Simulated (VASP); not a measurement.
# Sc (Fm-3m) in VASP: a series of runs

Sc is run at these levels: LDA; tasks: single point, relaxation of cell and atoms.

All numbers are computed with VASP 6.6.1; they aren't measurements. Logs are shortened: lines on timing, memory, paths and dates and some standing lists are left out, and cuts for length are marked.

## 1. The cell of the first run

Symmetry: Fm-3m, No. 225, cubic system. Conventional cell: a = 4.468 Å, b = 4.468 Å, c = 4.468 Å, α = 90.00°, β = 90.00°, γ = 90.00°. Sc (site symmetry m-3m) has 12 Sc at 3.16 Å within 4.2 Å.

This isn't the form of Sc at room conditions, which is hcp.

## 2. Single point, LDA

The input, INCAR:

```
SYSTEM = Sc
  PREC = Accurate
  ENCUT = 500
  EDIFF = 1E-6
  ISMEAR = -1
  SIGMA = 0.05
  LREAL = .FALSE.
  LASPH = .TRUE.
  NELM = 120
  ALGO = Normal
  ISIF = 2
  LWAVE = .FALSE.
  LCHARG = .FALSE.
  NBANDS = 12
  GGA_COMPAT = .FALSE.
```

The input, KPOINTS:

```
Automatic mesh
0
G
  8 8 8
  0 0 0
```

The input, POSCAR:

```
Sc
1.0
    0.0000000000      2.2341582098      2.2341582098
    2.2341582098      0.0000000000      2.2341582098
    2.2341582098      2.2341582098      0.0000000000
Sc
1
Direct
    0.0000000000      0.0000000000      0.0000000000
```

Potentials or basis: VASP PAW LDA potentials, release 64 (Sc_sv).

Launch:

```sh
cat potpaw_LDA.64/Sc_sv/POTCAR > POTCAR
mpirun -np 1 vasp_std > vasp.out
```

OUTCAR:

```text
SYSTEM = Sc
   PREC = Accurate
   ENCUT = 500
   EDIFF = 1E-6
   ISMEAR = -1
   LREAL = .FALSE.
   LASPH = .TRUE.
   NELM = 120
   ISIF = 2

 ion  position               nearest neighbor table
   1  0.000  0.000  0.000-

  LATTYP: Found a face centered cubic cell.
 ALAT       =     4.4683164196

  Lattice vectors:

 A1 = (   0.0000000000,   2.2341582098,   2.2341582098)
 A2 = (   2.2341582098,   0.0000000000,   2.2341582098)
 A3 = (   2.2341582098,   2.2341582098,   0.0000000000)

Analysis of symmetry for initial positions (statically):
=====================================================================
 Subroutine PRICEL returns:
 Original cell was already a primitive cell.

 Routine SETGRP: Setting up the symmetry group for a
 face centered cubic supercell.

 Subroutine GETGRP returns: Found 48 space group operations
 (whereof 48 operations were pure point group operations)
 out of a pool of 48 trial point group operations.

The static configuration has the point symmetry O_h .

Analysis of symmetry for dynamics (positions and initial velocities):
=====================================================================
 Subroutine PRICEL returns:
 Original cell was already a primitive cell.

 Routine SETGRP: Setting up the symmetry group for a
 face centered cubic supercell.

 Subroutine GETGRP returns: Found 48 space group operations
 (whereof 48 operations were pure point group operations)
 out of a pool of 48 trial point group operations.

The dynamic configuration has the point symmetry O_h .

 Subroutine INISYM returns: Found 48 space group operations
 (whereof 48 operations are pure point group operations),
 and found     1 'primitive' translations

----------------------------------------------------------------------------------------

                                     Primitive cell

  volume of cell :      22.3034

  direct lattice vectors                    reciprocal lattice vectors
     0.000000000  2.234158210  2.234158210    -0.223797938  0.223797938  0.223797938
     2.234158210  0.000000000  2.234158210     0.223797938 -0.223797938  0.223797938
     2.234158210  2.234158210  0.000000000     0.223797938  0.223797938 -0.223797938

  length of vectors
     3.159576841  3.159576841  3.159576841     0.387629399  0.387629399  0.387629399

  position of ions in fractional coordinates (direct lattice)
     0.000000000  0.000000000  0.000000000

  ion indices of the primitive-cell ions
   primitive index   ion index
                 1           1

----------------------------------------------------------------------------------------

 KPOINTS: Automatic mesh

Automatic generation of k-mesh.
 Grid dimensions read from file:
 generate k-points for:    8    8    8

 Generating k-lattice:

  Cartesian coordinates                     Fractional coordinates (reciprocal lattice)
    -0.027974742  0.027974742  0.027974742     0.125000000  0.000000000  0.000000000
     0.027974742 -0.027974742  0.027974742     0.000000000  0.125000000  0.000000000
     0.027974742  0.027974742 -0.027974742     0.000000000  0.000000000  0.125000000

  Length of vectors
     0.048453675  0.048453675  0.048453675

  Shift w.r.t. Gamma in fractional coordinates (k-lattice)
     0.000000000  0.000000000  0.000000000

 Subroutine IBZKPT returns following result:
 ===========================================

 Found     29 irreducible k-points:

 Following reciprocal coordinates:
            Coordinates               Weight
  0.000000  0.000000  0.000000      1.000000
  0.125000  0.000000  0.000000      8.000000
  0.250000  0.000000  0.000000      8.000000
  0.375000  0.000000  0.000000      8.000000
  0.500000  0.000000  0.000000      4.000000
  0.125000  0.125000  0.000000      6.000000
[... 16 lines left out ...]
  0.500000  0.250000  0.125000     48.000000
 -0.375000  0.250000  0.125000     24.000000
 [... further k-points ...]
   k-points           NKPTS =     29   k-points in BZ     NKDIM =     29   number of bands    NBANDS=     12
   number of dos      NEDOS =    301   number of ions     NIONS =      1
   total plane-waves  NPLWV =  13824
   dimension x,y,z NGX =    24 NGY =   24 NGZ =   24
   dimension x,y,z NGXF=    48 NGYF=   48 NGZF=   48
   ions per type =               1
   NGX,Y,Z   is equivalent  to a cutoff of  12.63, 12.63, 12.63 a.u.
   NGXF,Y,Z  is equivalent  to a cutoff of  25.26, 25.26, 25.26 a.u.
 SYSTEM =  Sc
   PREC   = accura    normal or accurate (medium, high low for compatibility)
   ISTART =      0    job   : 0-new  1-cont  2-samecut
   ICHARG =      2    charge: 1-file 2-atom 10-const
   ISPIN  =      1    spin polarized calculation?
   LNONCOLLINEAR =      F non collinear calculations
   LSORBIT =      F    spin-orbit coupling
   LASPH  =      T    aspherical Exc in radial PAW
   ENCUT  =  500.0 eV  36.75 Ry    6.06 a.u.   5.76  5.76  5.76*2*pi/ulx,y,z
   NELM   =    120;   NELMIN=  2; NELMDL= -5     # of ELM steps
   EDIFF  = 0.1E-05   stopping-criterion for ELM
   LREAL  =      F    real-space projection
   EDIFFG = 0.1E-04   stopping-criterion for IOM
   NSW    =      0    number of steps for IOM
   IBRION =     -1    ionic relax: 0-MD 1-quasi-New 2-CG
   NFREE  =      0    steps in history (QN), initial steepest desc. (CG)
   ISIF   =      2    stress and relaxation
   ISYM   =      2    0-nonsym 1-usesym 2-fastsym
   POTIM  = 0.5000    time-step for ionic-motion
   TEBEG  =    0.0;   TEEND  =   0.0 temperature during run
   PSTRESS=    0.0 pullay stress
   NELECT =      11.0000    total number of electrons
   NUPDOWN=      -1.0000    fix difference up-down
   EMIN   =  10.00;   EMAX   =-10.00  energy-range for DOS
   EFERMI =   0.00;   METHOD = LEGACY
   ISMEAR =    -1;   SIGMA  =   0.05  broadening in eV -4-tet -1-fermi 0-gaus
   EFERMI_NEDOS =   21; number of points for ismear=-14 and -15
   IALGO  =     38    algorithm
   IMIX   =      4    mixing-type and parameters
     AMIX     =   0.40;   BMIX     =  1.00
     AMIX_MAG =   1.60;   BMIX_MAG =  1.00
  volume/ion in A,a.u.               =      22.30       150.51
  Fermi-wavevector in a.u.,A,eV,Ry     =   1.293447  2.444259 22.762599  1.673004
  Thomas-Fermi vector in A             =   2.425092
   LORBIT       =      0    0 simple, 1 ext, 2 COOP (PROOUT), +10 PAW based schemes
   GGA     = CA    functional components
   LHFCALC =     F    Hartree Fock is set to
   AEXX    =    0.0000 exact exchange contribution
   IVDW    =     0    specifies the selected vdW correction
   LEPSILON=     F    determine dielectric tensor
   LRPA    =     F    only Hartree local field effects (RPA)
 non-spin polarized calculation
  energy-cutoff  :      500.00
  volume of cell :       22.30
 maximum number of plane-waves:       588
   NGX = 11   NGY = 11   NGZ = 11

 number of electron      11.0000004 magnetization

 Free energy of the ion-electron system (eV)
  ---------------------------------------------------
  ext. energy  EPLUGINS =         0.00000000
  ---------------------------------------------------
  free energy    TOTEN  =        -6.69219188 eV

  energy without entropy =       -6.67968951  energy(sigma->0) =       -6.68594069

 E-fermi :   4.1409     XC(G=0): -10.5566

 val. band max:        4.1114309178   @ k =  -0.2500   0.3750   0.1250
 cond. band min:       4.1755279230   @ k =   0.5000   0.2500   0.1250
 fundamental gap:      0.0640970052
 Fermi energy:         4.1408631549

 k-point     1 :       0.0000    0.0000    0.0000
  band No.  band energies     occupation
      1     -44.4381      2.00000
      2     -23.1174      2.00000
      3     -23.1174      2.00000
      4     -23.1174      2.00000
      5      -1.1851      2.00000
      6       5.7917      0.00000
      7       5.7917      0.00000
      8       5.7917      0.00000
      9       7.3606      0.00000
     10       7.3606      0.00000
     11      17.2852      0.00000
     12      21.0153      0.00000

 k-point     2 :       0.1250    0.0000    0.0000
  band No.  band energies     occupation
      1     -44.4241      2.00000
      2     -23.2046      2.00000
      3     -23.1283      2.00000
      4     -23.1283      2.00000
      5      -0.7563      2.00000
      6       5.4852      0.00000
      7       5.9392      0.00000
      8       5.9392      0.00000
      9       7.2659      0.00000
     10       7.2659      0.00000
     11      17.6251      0.00000
     12      18.7525      0.00000

 k-point     3 :       0.2500    0.0000    0.0000
  band No.  band energies     occupation
      1     -44.3901      2.00000
      2     -23.4104      2.00000
      3     -23.1545      2.00000
      4     -23.1545      2.00000
      5       0.3830      2.00000
      6       4.8877      0.00000
      7       6.0212      0.00000
      8       6.0212      0.00000
      9       7.4146      0.00000
     10       7.4146      0.00000
     11      15.5038      0.00000
     12      18.0134      0.00000
[... 286 lines left out ...]
 k-point    23 :       0.5000    0.2500    0.1250
  band No.  band energies     occupation
      1     -44.3371      2.00000
      2     -23.5652      2.00000
      3     -23.3213      2.00000
      4     -23.2209      2.00000
      5       2.5208      2.00000
      6       4.1755      0.66660
      7       4.9603      0.00000
      8       6.5575      0.00000
      9       7.7753      0.00000
     10       9.0858      0.00000
     11      13.1788      0.00000
     12      15.8810      0.00000

 k-point    24 :      -0.3750    0.2500    0.1250
  band No.  band energies     occupation
      1     -44.3257      2.00000
      2     -23.6105      2.00000
      3     -23.3411      2.00000
      4     -23.2382      2.00000
      5       3.1822      2.00000
      6       3.8836      1.98840
      7       4.9982      0.00000
      8       6.4085      0.00000
      9       8.2406      0.00000
     10       9.7397      0.00000
     11      11.5029      0.00000
     12      16.1898      0.00000

 [... further k-points ...]

------------------------ aborting loop because EDIFF is reached ----------------------------------------

  FORCE on cell =-STRESS in cart. coord.  units (eV):
  Direction    XX          YY          ZZ          XY          YZ          ZX
  --------------------------------------------------------------------------------------
  -------------------------------------------------------------------------------------
  Total        0.0046947      0.0046947      0.0046947      0.0000000     -0.0000000      0.0000000
  in kB        0.3372486      0.3372486      0.3372486      0.0000000     -0.0000000      0.0000000
  external PRESSURE =       0.3372486 kB  Pullay stress =       0.0000000 kB

 VOLUME and BASIS-vectors are now :
 -----------------------------------------------------------------------------
  energy-cutoff  :      500.00
  volume of cell :       22.30
      direct lattice vectors                 reciprocal lattice vectors
     0.000000000  2.234158210  2.234158210    -0.223797938  0.223797938  0.223797938
     2.234158210  0.000000000  2.234158210     0.223797938 -0.223797938  0.223797938
     2.234158210  2.234158210  0.000000000     0.223797938  0.223797938 -0.223797938

 POSITION                                       TOTAL-FORCE (eV/Angst)
 -----------------------------------------------------------------------------------
      0.00000      0.00000      0.00000         0.000000      0.000000      0.000000
 -----------------------------------------------------------------------------------
    total drift:                                0.000000      0.000000     -0.000000

  FREE ENERGIE OF THE ION-ELECTRON SYSTEM (eV)
  ---------------------------------------------------
  free  energy   TOTEN  =        -6.6921918751 eV

  energy  without entropy=       -6.6796895099  energy(sigma->0) =       -6.68594069
```

Wall time 9 s (1 thread of Intel Xeon Platinum 8259CL at 2.50GHz (Skylake/Cascade Lake), shared host); peak memory 0.12 GiB.

Results:

* Free energy: -6.6922 eV
* Pressure: 0.0 GPa
* Band gap on the k mesh: zero (an odd number of electrons rules out a gap without spin polarisation)

## 3. Relaxation of cell and atoms, LDA

This run uses another cell than the first one, of 24.97 Å³/atom.

The input, INCAR:

```
SYSTEM = Sc
PREC = Accurate
ENCUT = 500
EDIFF = 1E-7
ISMEAR = -1
SIGMA = 0.05
LREAL = .False.
LASPH = .True.
NELM = 120
ALGO = Normal
ISIF = 3
LWAVE = .False.
LCHARG = .False.
IBRION = 2
NSW = 60
EDIFFG = -0.03
GGA_COMPAT = .False.
NELMIN = 4
```

The input, KPOINTS:

```
regular mesh
0
Gamma
  8 8 8
  0 0 0
```

The input, POSCAR:

```
Sc
1.0
    0.0000000000      2.3200000000      2.3200000000
    2.3200000000      0.0000000000      2.3200000000
    2.3200000000      2.3200000000      0.0000000000
Sc
1
Direct
    0.0000000000      0.0000000000      0.0000000000
```

Potentials or basis: VASP PAW LDA potentials, release 64 (Sc_sv).

Launch:

```sh
cat potpaw_LDA.64/Sc_sv/POTCAR > POTCAR
mpirun -np 1 vasp_std > vasp.out
```

Wall time 13 s (1 thread of Intel Xeon Platinum 8259CL at 2.50GHz (Skylake/Cascade Lake), shared host); peak memory 0.13 GiB.

It converged, with:

```yaml
Free_energy: -6.6932 eV
Relaxed_volume: 22.32 Å³/atom
Relaxed_cell: a = 3.160 Å, b = 3.160 Å, c = 3.160 Å, α = 60.00°, β = 60.00°, γ = 60.00°
Space_group_after_relaxing_to_0.1_Å: Fm-3m (No. 225)
Energy_gained_by_relaxing: 48.6 meV/atom
Ionic_steps: 3
Pressure_after_relaxing: 0.0 GPa
Band_gap_on_the_k_mesh: zero (an odd number of electrons rules out a gap without spin polarisation)
```

Step by step:
| step | energy change (eV) | largest force (eV/Å) | pressure (GPa) | volume (Å³) |
| --- | --- | --- | --- | --- |
| 1 | 0.0000 | 0.0000 | -5.40 | 24.97 |
| 2 | -0.0480 | 0.0000 | 0.74 | 22.06 |
| 3 | -0.0486 | 0.0000 | 0.01 | 22.32 |

Final structure:
```
Sc
1.0
     0.00000    2.23476    2.23476
     2.23476    0.00000    2.23476
     2.23476    2.23476    0.00000
Sc
1
Direct
  0.00000 0.00000 0.00000
```

Levels at points of the mesh, in eV from the Fermi level:
| k point | band 3 | band 4 | band 5 | band 6 | band 7 | band 8 |
| --- | --- | --- | --- | --- | --- | --- |
| (0.00, 0.00, 0.00) | -27.26 | -27.26 | -5.32 | 1.65 | 1.65 | 1.65 |
| (0.50, 0.00, 0.00) | -27.33 | -27.33 | -1.90 | 0.52 | 1.52 | 1.52 |
| (0.50, 0.50, 0.00) | -27.46 | -27.46 | -1.76 | -0.82 | 2.35 | 4.25 |

The gap in the log of VASP goes by the Fermi energy; the results here count the filled bands.